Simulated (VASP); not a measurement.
# Hf7S (P-6m2) in VASP: further runs, part 2 of 2

VASP 6.6.1. Earlier steps stand in the parts before.

## Step 3: Relaxation of cell and atoms, PBE

This run uses another cell than the first one, of 19.47 Å³/atom.

INCAR reads:

```
SYSTEM = Hf7S
PREC = Accurate ; ENCUT = 600
EDIFF = 1E-7 ; ISMEAR = 0
SIGMA = 0.2 ; LREAL = .False.
LASPH = .True. ; NELM = 80
ALGO = Normal ; ISIF = 3
LWAVE = .False. ; LCHARG = .False.
GGA = PE ; IBRION = 2
NSW = 36 ; EDIFFG = -0.08
```

KPOINTS reads:

```
Automatic mesh
0
Gamma
  6 6 1
  0 0 0
```

POSCAR reads:

```
Hf7S
1.0
    3.1700000000      0.0000000000      0.0000000000
   -1.5850000000      2.7453005300      0.0000000000
    0.0000000000      0.0000000000     17.9000000000
Hf S
7 1
Direct
    0.3333333300      0.6666666700      0.0980000000
    0.3333333300      0.6666666700      0.9020000000
    0.6666666700      0.3333333300      0.7680000000
    0.3333333300      0.6666666700      0.3660000000
    0.6666666700      0.3333333300      0.5000000000
    0.6666666700      0.3333333300      0.2320000000
    0.3333333300      0.6666666700      0.6340000000
    0.0000000000      0.0000000000      0.0000000000
```

Potentials or basis: VASP PAW PBE potentials, release 64 (Hf_pv, S).

On the command line:

```bash
$ cat potpaw_PBE.64/Hf_pv/POTCAR potpaw_PBE.64/S/POTCAR > POTCAR
$ mpirun -np 1 vasp_std > vasp.out
```

OUTCAR:

```text
SYSTEM = Hf7S
   PREC = Accurate
   ENCUT = 600
   EDIFF = 1E-7
   ISMEAR = 0
   LREAL = .False.
   LASPH = .True.
   NELM = 80
   ISIF = 3
   GGA = PE
   IBRION = 2
   NSW = 36
   EDIFFG = -0.08

 ion  position               nearest neighbor table
   1  0.333  0.667  0.098-   8 2.54   8 2.54   8 2.54   6 3.02   6 3.02   6 3.02   2 3.51
   2  0.333  0.667  0.902-   8 2.54   8 2.54   8 2.54   3 3.02   3 3.02   3 3.02   1 3.51
   3  0.667  0.333  0.768-   2 3.02   7 3.02   2 3.02   7 3.02   2 3.02   7 3.02
   4  0.333  0.667  0.366-   5 3.02   6 3.02   5 3.02   6 3.02   5 3.02   6 3.02
   5  0.667  0.333  0.500-   4 3.02   7 3.02   4 3.02   7 3.02   4 3.02   7 3.02
   6  0.667  0.333  0.232-   1 3.02   4 3.02   1 3.02   4 3.02   1 3.02   4 3.02
   7  0.333  0.667  0.634-   3 3.02   5 3.02   3 3.02   5 3.02   3 3.02   5 3.02
   8  0.000  0.000  0.000-   1 2.54   2 2.54   1 2.54   2 2.54   1 2.54   2 2.54

  LATTYP: Found a hexagonal cell.
 ALAT       =     3.1700000000
 C/A-ratio  =     5.6466876972

  Lattice vectors:

 A1 = (   3.1700000000,   0.0000000000,   0.0000000000)
 A2 = (  -1.5850000000,   2.7453005300,   0.0000000000)
 A3 = (   0.0000000000,   0.0000000000,  17.9000000000)

Analysis of symmetry for initial positions (statically):
=====================================================================
 Subroutine PRICEL returns:
 Original cell was already a primitive cell.

 Routine SETGRP: Setting up the symmetry group for a
 hexagonal supercell.

 Subroutine GETGRP returns: Found 12 space group operations
 (whereof 12 operations were pure point group operations)
 out of a pool of 24 trial point group operations.

The static configuration has the point symmetry D_3h.

Analysis of symmetry for dynamics (positions and initial velocities):
=====================================================================
 Subroutine PRICEL returns:
 Original cell was already a primitive cell.

 Routine SETGRP: Setting up the symmetry group for a
 hexagonal supercell.

[... 106 lines left out ...]
   POTIM  = 0.5000    time-step for ionic-motion
   TEBEG  =    0.0;   TEEND  =   0.0 temperature during run
   PSTRESS=    0.0 pullay stress
   NELECT =      76.0000    total number of electrons
   NUPDOWN=      -1.0000    fix difference up-down
   EMIN   =  10.00;   EMAX   =-10.00  energy-range for DOS
   EFERMI =   0.00;   METHOD = LEGACY
   ISMEAR =     0;   SIGMA  =   0.20  broadening in eV -4-tet -1-fermi 0-gaus
   EFERMI_NEDOS =   21; number of points for ismear=-14 and -15
   IALGO  =     38    algorithm
   IMIX   =      4    mixing-type and parameters
     AMIX     =   0.40;   BMIX     =  1.00
     AMIX_MAG =   1.60;   BMIX_MAG =  1.00
  volume/ion in A,a.u.               =      19.47       131.40
  Fermi-wavevector in a.u.,A,eV,Ry     =   1.288780  2.435440 22.598633  1.660953
  Thomas-Fermi vector in A             =   2.420712
   LORBIT       =      0    0 simple, 1 ext, 2 COOP (PROOUT), +10 PAW based schemes
   GGA     = PE    functional components
   LHFCALC =     F    Hartree Fock is set to
   AEXX    =    0.0000 exact exchange contribution
   IVDW    =     0    specifies the selected vdW correction
   LEPSILON=     F    determine dielectric tensor
   LRPA    =     F    only Hartree local field effects (RPA)
 conjugate gradient relaxation of ions
 non-spin polarized calculation
 Gauss-broadening in eV      SIGMA  =   0.20
  energy-cutoff  :      600.00
  volume of cell :      155.78
 maximum number of plane-waves:      5215
 NGX is ok and might be reduce to    28
   NGX = 13   NGY = 13   NGZ = 71

--------------------------------------- Ionic step        1  -------------------------------------------

 number of electron      76.0000004 magnetization

 Free energy of the ion-electron system (eV)
  ---------------------------------------------------
  ext. energy  EPLUGINS =         0.00000000
  ---------------------------------------------------
  free energy    TOTEN  =       -75.82333931 eV

  energy without entropy =      -75.67590877  energy(sigma->0) =      -75.74962404

------------------------ aborting loop because EDIFF is reached ----------------------------------------

  FORCE on cell =-STRESS in cart. coord.  units (eV):
  Direction    XX          YY          ZZ          XY          YZ          ZX
  --------------------------------------------------------------------------------------
  -------------------------------------------------------------------------------------
  Total       11.5031055     11.5031055     14.6270058      0.0000000      0.0000000      0.0000000
  in kB      118.3105569    118.3105569    150.4401744      0.0000000      0.0000000      0.0000000
  external PRESSURE =     129.0204294 kB  Pullay stress =       0.0000000 kB
[... 239 lines left out ...]
--------------------------------------- Ionic step        7  -------------------------------------------

 number of electron      75.9999997 magnetization

 Free energy of the ion-electron system (eV)
  ---------------------------------------------------
  ext. energy  EPLUGINS =         0.00000000
  ---------------------------------------------------
  free energy    TOTEN  =       -76.41914373 eV

  energy without entropy =      -76.25936370  energy(sigma->0) =      -76.33925371

 E-fermi :   5.3579     XC(G=0): -11.2833

 val. band max:        5.3222855260   @ k =   0.3333   0.3333   0.0000
 cond. band min:       5.3784673057   @ k =   0.1667   0.0000   0.0000
 fundamental gap:      0.0561817797
 Fermi energy:         5.3578939861

 k-point     1 :       0.0000    0.0000    0.0000
  band No.  band energies     occupation
      1     -25.7937      2.00000
      2     -25.7674      2.00000
      3     -25.6398      2.00000
      4     -25.4680      2.00000
      5     -25.2494      2.00000
      6     -25.2104      2.00000
[... 360 lines left out ...]
  FREE ENERGIE OF THE ION-ELECTRON SYSTEM (eV)
  ---------------------------------------------------
  free  energy   TOTEN  =       -76.4191437268 eV

  energy  without entropy=      -76.2593636965  energy(sigma->0) =      -76.33925371

 reached required accuracy - stopping structural energy minimisation
```

OSZICAR:

```text
N       E                     dE             d eps       ncg     rms          rms(c)
DAV:   1     0.384518617272E+03    0.38452E+03   -0.45598E+04   630   0.182E+03
DAV:   2    -0.468810724228E+02   -0.43140E+03   -0.41999E+03   705   0.431E+02
DAV:   3    -0.772534294027E+02   -0.30372E+02   -0.28710E+02   844   0.630E+01
[... 125 lines left out ...]
DAV:   9    -0.764191553795E+02   -0.50605E-05   -0.57971E-05   780   0.339E-02    0.716E-02
DAV:  10    -0.764191466769E+02    0.87025E-05   -0.74383E-05   863   0.396E-02    0.228E-02
DAV:  11    -0.764191438010E+02    0.28759E-05   -0.16680E-05   823   0.199E-02    0.785E-03
DAV:  12    -0.764191437673E+02    0.33708E-07   -0.18322E-06   820   0.590E-03    0.514E-03
DAV:  13    -0.764191437268E+02    0.40520E-07   -0.14500E-07   527   0.202E-03
   7 F= -.76419144E+02 E0= -.76339254E+02  d E =-.821894E-02
```

CONTCAR:

```text
Hf7S
   1.00000000000000
     3.2538786135015680    0.0000000000000000    0.0000000000000000
    -1.6269393067507840    2.8179415401268386    0.0000000000000000
    -0.0000000000000000    0.0000000000000000   18.6543379935201550
  Hf              S
     7     1
Direct
     0.3333333300000021    0.6666666699999979    0.0974835991197159
     0.3333333300000021    0.6666666699999979    0.9025164008802842
     0.6666666699999979    0.3333333300000021    0.7693857553512605
     0.3333333300000021    0.6666666699999979    0.3664904283540511
     0.6666666699999979    0.3333333300000021    0.5000000000000000
     0.6666666699999979    0.3333333300000021    0.2306142446487393
     0.3333333300000021    0.6666666699999979    0.6335095716459489
     0.0000000000000000    0.0000000000000000    0.0000000000000000

  0.00000000E+00  0.00000000E+00  0.00000000E+00
  0.00000000E+00  0.00000000E+00  0.00000000E+00
  0.00000000E+00  0.00000000E+00  0.00000000E+00
  0.00000000E+00  0.00000000E+00  0.00000000E+00
  0.00000000E+00  0.00000000E+00  0.00000000E+00
  0.00000000E+00  0.00000000E+00  0.00000000E+00
  0.00000000E+00  0.00000000E+00  0.00000000E+00
  0.00000000E+00  0.00000000E+00  0.00000000E+00
```

Run time: 12 min. Hardware: 1 thread of Intel Xeon Platinum 8488C (Sapphire Rapids), shared host; peak memory 0.36 GiB.

Results:

```
Free energy                           : -76.4191 eV
Relaxed volume                        : 21.38 Å³/atom
Relaxed cell                          : a = 3.254 Å, b = 3.254 Å, c = 18.654 Å, α = 90.00°, β = 90.00°, γ = 120.00°
Space group after relaxing (to 0.1 Å) : P-6m2 (No. 187)
Energy gained by relaxing             : 74.5 meV/atom
Ionic steps                           : 7
Pressure after relaxing               : 0.2 GPa
Largest force after relaxing          : 0.062 eV/Å
Band gap on the k mesh                : zero (bands 38 and 39 overlap by 0.95 eV)
```

Forces in eV/Å, atoms in the order of the input:
```
Hf   0.000  0.000 -0.022
Hf   0.000  0.000  0.022
Hf   0.000  0.000  0.052
Hf   0.000  0.000 -0.062
Hf   0.000  0.000  0.000
Hf   0.000  0.000 -0.052
Hf   0.000  0.000  0.062
S    0.000  0.000  0.000
```

Step by step:
| step | energy change (eV) | largest force (eV/Å) | pressure (GPa) | volume (Å³) |
| --- | --- | --- | --- | --- |
| 1 | 0.0000 | 0.2160 | 12.90 | 155.78 |
| 2 | 0.3147 | 0.3282 | -11.46 | 193.85 |
| 3 | -0.5873 | 0.1930 | -0.31 | 171.66 |
| 4 | -0.5877 | 0.1896 | -0.04 | 171.26 |
| 5 | -0.5876 | 0.1865 | 0.18 | 170.94 |
| 6 | -0.5919 | 0.1429 | 0.18 | 170.98 |
| 7 | -0.5958 | 0.0617 | 0.19 | 171.05 |

Final structure:
```yaml
crystal:
  lattice:
    - [3.25388, 0.00000, 0.00000]
    - [-1.62694, 2.81794, 0.00000]
    - [0.00000, 0.00000, 18.65434]
  atoms:
    - { symbol: Hf, position: [0.33333, 0.66667, 0.09748] }
    - { symbol: Hf, position: [0.33333, 0.66667, 0.90252] }
    - { symbol: Hf, position: [0.66667, 0.33333, 0.76939] }
    - { symbol: Hf, position: [0.33333, 0.66667, 0.36649] }
    - { symbol: Hf, position: [0.66667, 0.33333, 0.50000] }
    - { symbol: Hf, position: [0.66667, 0.33333, 0.23061] }
    - { symbol: Hf, position: [0.33333, 0.66667, 0.63351] }
    - { symbol: S, position: [0.00000, 0.00000, 0.00000] }
```

Caveat: the k points lie up to 0.37 Å⁻¹ apart in the final cell, too coarse for converged energies and pressures of a metal; spin-orbit coupling is left out, which moves the levels of the heavy elements; the relaxation stopped at a loose force limit of 0.08 eV/Å, so its end isn't a converged minimum.

## Step 4: Single point, PBE (18.91 Å³/atom)

This run uses another cell than the first one, of 18.91 Å³/atom.

INCAR reads:

```
SYSTEM = Hf7S
ALGO = Normal
EDIFF = 1E-7
ENCUT = 520
GGA = PE
ISIF = 2
ISMEAR = 0
LASPH = .TRUE.
LCHARG = .TRUE.
LELF = .TRUE.
LREAL = .FALSE.
LVHAR = .TRUE.
LWAVE = .FALSE.
NBANDS = 48
NELM = 80
PREC = Accurate
SIGMA = 0.1
```

KPOINTS reads:

```
k-points
0
G
  12 12 2
  0 0 0
```

POSCAR reads:

```
Hf7S
1.0
    3.1197595171      0.0000000000      0.0000000000
   -1.5598797585      2.7017909955      0.0000000000
    0.0000000000      0.0000000000     17.9518850975
Hf S
7 1
Direct
    0.3333333333      0.6666666667      0.0992884166
    0.3333333333      0.6666666667      0.9007115834
    0.6666666667      0.3333333333      0.7673512643
    0.3333333333      0.6666666667      0.3665074390
    0.6666666667      0.3333333333      0.5000000000
    0.6666666667      0.3333333333      0.2326487357
    0.3333333333      0.6666666667      0.6334925610
    0.0000000000      0.0000000000      0.0000000000
```

Potentials or basis: VASP PAW PBE potentials, release 64 (Hf_pv, S).

On the command line:

```bash
$ cat potpaw_PBE.64/Hf_pv/POTCAR potpaw_PBE.64/S/POTCAR > POTCAR
$ mpirun -np 1 vasp_std > vasp.out
```

OUTCAR:

```text
SYSTEM = Hf7S
   EDIFF = 1E-7
   ENCUT = 520
   GGA = PE
   ISIF = 2
   ISMEAR = 0
   LASPH = .TRUE.
   LREAL = .FALSE.
   NELM = 80
   PREC = Accurate

 ion  position               nearest neighbor table
   1  0.333  0.667  0.099-   8 2.53   8 2.53   8 2.53   6 3.00   6 3.00   6 3.00   2 3.56
   2  0.333  0.667  0.901-   8 2.53   8 2.53   8 2.53   3 3.00   3 3.00   3 3.00   1 3.56
   3  0.667  0.333  0.767-   2 3.00   2 3.00   2 3.00   7 3.00   7 3.00   7 3.00
   4  0.333  0.667  0.367-   5 3.00   5 3.00   5 3.00   6 3.00   6 3.00   6 3.00
   5  0.667  0.333  0.500-   4 3.00   7 3.00   4 3.00   7 3.00   4 3.00   7 3.00
   6  0.667  0.333  0.233-   1 3.00   1 3.00   1 3.00   4 3.00   4 3.00   4 3.00
   7  0.333  0.667  0.633-   5 3.00   5 3.00   5 3.00   3 3.00   3 3.00   3 3.00
   8  0.000  0.000  0.000-   1 2.53   2 2.53   1 2.53   2 2.53   1 2.53   2 2.53

  LATTYP: Found a hexagonal cell.
 ALAT       =     3.1197595171
 C/A-ratio  =     5.7542528516

  Lattice vectors:

 A1 = (   3.1197595171,   0.0000000000,   0.0000000000)
 A2 = (  -1.5598797585,   2.7017909955,   0.0000000000)
 A3 = (   0.0000000000,   0.0000000000,  17.9518850975)

Analysis of symmetry for initial positions (statically):
=====================================================================
 Subroutine PRICEL returns:
 Original cell was already a primitive cell.

 Routine SETGRP: Setting up the symmetry group for a
 hexagonal supercell.

 Subroutine GETGRP returns: Found 12 space group operations
 (whereof 12 operations were pure point group operations)
 out of a pool of 24 trial point group operations.

The static configuration has the point symmetry D_3h.

Analysis of symmetry for dynamics (positions and initial velocities):
=====================================================================
 Subroutine PRICEL returns:
 Original cell was already a primitive cell.

 Routine SETGRP: Setting up the symmetry group for a
 hexagonal supercell.

 Subroutine GETGRP returns: Found 12 space group operations
[... 140 lines left out ...]
   GGA     = PE    functional components
   LHFCALC =     F    Hartree Fock is set to
   AEXX    =    0.0000 exact exchange contribution
   IVDW    =     0    specifies the selected vdW correction
   LEPSILON=     F    determine dielectric tensor
   LRPA    =     F    only Hartree local field effects (RPA)
 non-spin polarized calculation
 Gauss-broadening in eV      SIGMA  =   0.10
  energy-cutoff  :      520.00
  volume of cell :      151.32
 maximum number of plane-waves:      4106
 NGX is ok and might be reduce to    24
   NGX = 11   NGY = 11   NGZ = 67

 number of electron      75.9999989 magnetization

 Free energy of the ion-electron system (eV)
  ---------------------------------------------------
  ext. energy  EPLUGINS =         0.00000000
  ---------------------------------------------------
  free energy    TOTEN  =       -75.49653999 eV

  energy without entropy =      -75.46901749  energy(sigma->0) =      -75.48277874

 E-fermi :   6.2827     XC(G=0): -11.8600

 val. band max:        6.2794814727   @ k =   0.3333   0.3333   0.0000
 cond. band min:       6.2866382698   @ k =   0.1667   0.0000   0.5000
 fundamental gap:      0.0071567971
 Fermi energy:         6.2826942569

 k-point     1 :       0.0000    0.0000    0.0000
  band No.  band energies     occupation
      1     -24.7676      2.00000
      2     -24.7120      2.00000
      3     -24.5097      2.00000
      4     -24.3234      2.00000
      5     -23.9927      2.00000
      6     -23.8176      2.00000
[... 1213 lines left out ...]
     47       8.5150      0.00000
     48       8.7329      0.00000

 [... further k-points ...]

------------------------ aborting loop because EDIFF is reached ----------------------------------------

  FORCE on cell =-STRESS in cart. coord.  units (eV):
  Direction    XX          YY          ZZ          XY          YZ          ZX
  --------------------------------------------------------------------------------------
  -------------------------------------------------------------------------------------
  Total       16.3630436     16.3630436     16.2971131      0.0000000      0.0000000     -0.0000000
  in kB      173.2573796    173.2573796    172.5592851      0.0000000      0.0000000     -0.0000000
  external PRESSURE =     173.0246815 kB  Pullay stress =       0.0000000 kB

 VOLUME and BASIS-vectors are now :
 -----------------------------------------------------------------------------
  energy-cutoff  :      520.00
  volume of cell :      151.32
      direct lattice vectors                 reciprocal lattice vectors
     3.119759517  0.000000000  0.000000000     0.320537527  0.185062427  0.000000000
    -1.559879758  2.701790996  0.000000000     0.000000000  0.370124855  0.000000000
     0.000000000  0.000000000 17.951885097     0.000000000  0.000000000  0.055704456

 POSITION                                       TOTAL-FORCE (eV/Angst)
 -----------------------------------------------------------------------------------
     -0.00000      1.80119      1.78241        -0.000000      0.000000     -0.009182
     -0.00000      1.80119     16.16947        -0.000000      0.000000      0.009182
      1.55988      0.90060     13.77540         0.000000      0.000000     -0.005486
     -0.00000      1.80119      6.57950        -0.000000     -0.000000      0.002623
      1.55988      0.90060      8.97594        -0.000000      0.000000      0.000000
      1.55988      0.90060      4.17648         0.000000      0.000000      0.005486
     -0.00000      1.80119     11.37239        -0.000000      0.000000     -0.002623
      0.00000      0.00000      0.00000         0.000000      0.000000      0.000000
 -----------------------------------------------------------------------------------
    total drift:                                0.000000     -0.000000      0.000000

  FREE ENERGIE OF THE ION-ELECTRON SYSTEM (eV)
  ---------------------------------------------------
  free  energy   TOTEN  =       -75.4965399862 eV

  energy  without entropy=      -75.4690174947  energy(sigma->0) =      -75.48277874
```

Wall time 9.1 min (1 thread of Intel Xeon Platinum 8488C (Sapphire Rapids), shared host); peak memory 0.38 GiB.

What came out:

```yaml
Free_energy: -75.4965 eV
Pressure: 17.3 GPa
Largest_force: 0.009 eV/Å
Band_gap_on_the_k_mesh: zero (bands 38 and 39 overlap by 1.13 eV)
```

Forces in eV/Å, atoms in the order of the input:
```
Hf   0.000  0.000 -0.009
Hf   0.000  0.000  0.009
Hf   0.000  0.000 -0.005
Hf   0.000  0.000  0.003
Hf   0.000  0.000  0.000
Hf   0.000  0.000  0.005
Hf   0.000  0.000 -0.003
S    0.000  0.000  0.000
```

Caveat: the cell stands under pressure; spin-orbit coupling is left out, which moves the levels of the heavy elements.

## Step 5: Summary

```csv
task,cell,k mesh,cutoff (eV),smearing,gap on the mesh (eV),pressure (GPa),largest force (eV/Å)
single point,"a = 3.263, b = 3.263, c = 18.671 Å, angles 90.0, 90.0, 120.0°, 8 atoms, atomic positions A",6 × 6 × 1,520,gaussian 0.2 eV,none,-0.5,0.01
relaxation of cell and atoms,"relaxed from a = 3.170, b = 3.170, c = 17.900 Å, angles 90.0, 90.0, 120.0°, 8 atoms, atomic positions B",6 × 6 × 1,600,gaussian 0.2 eV,none,0.2,0.06
single point,"a = 3.120, b = 3.120, c = 17.952 Å, angles 90.0, 90.0, 120.0°, 8 atoms, atomic positions C",12 × 12 × 2,520,gaussian 0.1 eV,none,17.3,0.01
```

Alike in all rows: level PBE; potentials or basis VASP PAW PBE potentials, release 64 (Hf_pv, S); no spin polarisation.

Caveats: some runs use coarse meshes; spin-orbit coupling is left out, which moves the levels of the heavy elements; the relaxation stopped at a loose force limit of 0.08 eV/Å, so its end isn't a converged minimum (at least some runs); the cell stands under pressure (at least some runs).

Total energies depend on the potentials used, so only differences within one code and one set of settings carry meaning.

The gap in the log of VASP goes by the Fermi energy; the results here count the filled bands.